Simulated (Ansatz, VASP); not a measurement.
# Cs3Sc: VASP beside Ansatz

```xyz
4
Lattice="6.6587 0.0000 0.0000 0.0000 6.6587 0.0000 0.0000 0.0000 6.6587" Properties=species:S:1:pos:R:3 pbc="T T T"
Cs    0.0000    3.3294    3.3294
Cs    3.3294    0.0000    3.3294
Cs    3.3294    3.3294    0.0000
Sc    0.0000    0.0000    0.0000
```

Alike in both runs: functional PBE; k mesh 8 × 8 × 8; occupations gaussian, width 0.1 eV; no spin polarisation.

Ansatz relaxed the structure, and its values are those at the end. VASP's run is a single point on that final structure, the one shown.

```csv
,VASP,Ansatz
version,VASP 6.6.1,Ansatz 0.2.0
potentials or method,"VASP PAW PBE potentials, release 64 (Cs_sv, Sc_sv), cutoff 520 eV","scalar-relativistic, plane waves, PAW"
valence electrons in the cell,38,38
```

|  | VASP | Ansatz | Ansatz less VASP |
| --- | --- | --- | --- |
| gap on the k mesh at the Fermi level (eV) | none | none | - |
| pressure (GPa) | 0.0 | 0.0 | +0.01 |

A gap of «none» marks a metal or a gap that the smearing closes. The functional is the same, so the differences come from potentials, cutoffs and numerics.

Neither program's run includes spin-orbit coupling.
